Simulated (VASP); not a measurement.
Wanted: the native input for a VASP 6.6.1 run.

- Task: single point
- Functional: PBE
- Potentials or basis: VASP PAW PBE potentials, release 64 (Cl, N, B)
- Cutoff: 520 eV
- k mesh: 3 × 3 × 2
- Occupations: fermi-dirac, width 0.1 eV
- Spin: no spin polarisation
- Dipole correction: no
- Further INCAR settings: ALGO = Normal; EDIFF = 1e-07; NBANDS = 45

The structure of BNCl2 lies in POSCAR:

```
BNCl2
1.0
    6.0237330000     -0.9482990000     -0.6181620000
   -0.5550260000      6.2000320000     -0.5841280000
   -0.4273150000      0.1097300000      7.2076460000
Cl N B
6 3 3
Direct
    0.5417312805      0.2635895032      0.6678107805
    0.2788907344      0.9591541447      0.8703856219
    0.8799870309      0.2968720184      0.0516158537
    0.1424061393      0.4570082852      0.7308357541
    0.1093587217      0.8148224946      0.4186842750
    0.5237242475      0.6487814557      0.3637327419
    0.5175881276      0.0965328500      0.1854146073
    0.8564990119      0.3846370142      0.4039311021
    0.4471212088      0.3162010641      0.0421842632
    0.7443075049      0.9457905460      0.6551755394
    0.1817769856      0.2679811621      0.3135801793
    0.8528982539      0.7405659422      0.1260732829
```

These files were run (other wordings do the same):

INCAR

```
PREC     = Accurate       # precision mode
ENCUT    = 520            # plane-wave cutoff, eV
EDIFF    = 1E-7           # SCF threshold, eV
ISMEAR   = -1             # smearing method
SIGMA    = 0.1            # smearing width, eV
LREAL    = False          # projectors in reciprocal space
LASPH    = True           # aspherical terms in the spheres
NELM     = 100            # most SCF steps
ALGO     = Normal         # electronic algorithm
ISIF     = 2              # what is computed and relaxed
LWAVE    = False          # write WAVECAR
LCHARG   = False          # write CHGCAR
GGA      = PE             # functional
NBANDS   = 45             # bands
```

KPOINTS

```
regular mesh
0
Gamma
  3 3 2
```

Potentials or basis: VASP PAW PBE potentials, release 64 (Cl, N, B).

Run with:

```sh
$ cat potpaw_PBE.64/Cl/POTCAR potpaw_PBE.64/N/POTCAR potpaw_PBE.64/B/POTCAR > POTCAR
$ mpirun -np 1 vasp_std > vasp.out
```

It gave:

```yaml
Pressure: -8.0 GPa
Largest_force: 6.131 eV/Å
Band_gap_on_the_k_mesh: 0.05 eV, indirect (least direct gap 0.06 eV)
```

Caveat: the k points lie up to 0.44 Å⁻¹ apart.

Run time: 120 s on 1 thread of Intel(R) Xeon(R) Platinum 8488C (Sapphire Rapids), with other jobs on the host, peak memory 0.37 GiB.
